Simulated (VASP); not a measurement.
Ga2SnSe3:

```
Ga Sn Se
1.0
     4.59248    0.00000    0.00000
    -2.29624    3.97720    0.00000
     0.00000    0.00000    7.93587
Ga Sn Se
2 1 3
Cartesian
  2.2962 1.3257 3.9679
  0.0000 2.6515 0.0000
  2.2962 1.3257 0.0000
  0.0000 0.0000 2.8284
  0.0000 0.0000 5.1075
  0.0000 0.0000 0.0000
```

```yaml
Program: VASP 6.6.1
Task: relaxation of cell and atoms
Functional: PBE
Potentials_or_basis: VASP PAW PBE potentials, release 64 (Ga_d, Sn_d, Se)
Cutoff: 600 eV
k_mesh: 6 × 6 × 2
Occupations: gaussian, width 0.1 eV
Spin: no spin polarisation
```

At the start: pressure 15.3 GPa; volume 24.16 Å³/atom.

Problem. How do energy, volume and symmetry change on relaxing?

Solution. Over 15 steps the energy falls by 302.7 meV/atom and the volume is 32.86 Å³/atom (+36.0 %); space group P-6m2 (No. 187, to 0.05 Å).

Step by step:
| step | energy change (eV) | largest force (eV/Å) | pressure (GPa) | volume (Å³) |
| --- | --- | --- | --- | --- |
| 1 | 0.0000 | 2.0870 | 15.30 | 144.95 |
| 2 | -1.5312 | 1.0032 | -2.02 | 198.82 |
| 3 | -1.6545 | 0.7754 | 0.32 | 183.31 |
| 4 | -1.6546 | 0.8011 | 0.14 | 184.20 |
| 5 | -1.7374 | 0.4746 | 0.03 | 186.33 |
| 6 | -1.7505 | 0.2099 | 0.09 | 187.35 |
| 7 | -1.7509 | 0.1522 | 0.11 | 187.54 |
| 8 | -1.7578 | 0.2178 | 0.14 | 188.24 |
| 9 | -1.7858 | 0.1832 | 0.25 | 190.33 |
| 10 | -1.8100 | 0.2876 | 0.44 | 194.49 |
| 11 | -1.8124 | 0.2455 | 0.34 | 195.45 |
| 12 | -1.8138 | 0.1351 | 0.09 | 198.03 |
| 13 | -1.8141 | 0.1688 | 0.16 | 197.25 |
| 14 | -1.8150 | 0.1264 | 0.11 | 197.23 |
| 15 | -1.8162 | 0.0037 | -0.02 | 197.18 |

Final structure:
```cif
data_structure
_symmetry_space_group_name_H-M 'P 1'
_symmetry_Int_Tables_number 1
_cell_length_a 5.1171
_cell_length_b 5.1171
_cell_length_c 8.6951
_cell_angle_alpha 90.000
_cell_angle_beta 90.000
_cell_angle_gamma 120.000
_cell_volume 197.18
loop_
_atom_site_label
_atom_site_type_symbol
_atom_site_fract_x
_atom_site_fract_y
_atom_site_fract_z
_atom_site_occupancy
Ga1 Ga 0.66667 0.33333 0.50000 1
Ga2 Ga 0.33333 0.66667 0.00000 1
Sn1 Sn 0.66667 0.33333 0.00000 1
Se1 Se 0.00000 0.00000 0.36383 1
Se2 Se 0.00000 0.00000 0.63617 1
Se3 Se 0.00000 0.00000 0.00000 1
```

Caveat: the k points lie up to 0.36 Å⁻¹ apart in the final cell; the volume moved by over 15 % at a fixed basis, so the end points are rough; this functional lacks dispersion, which binds the layers, so the pressure and a relaxed spacing across them are unreliable.
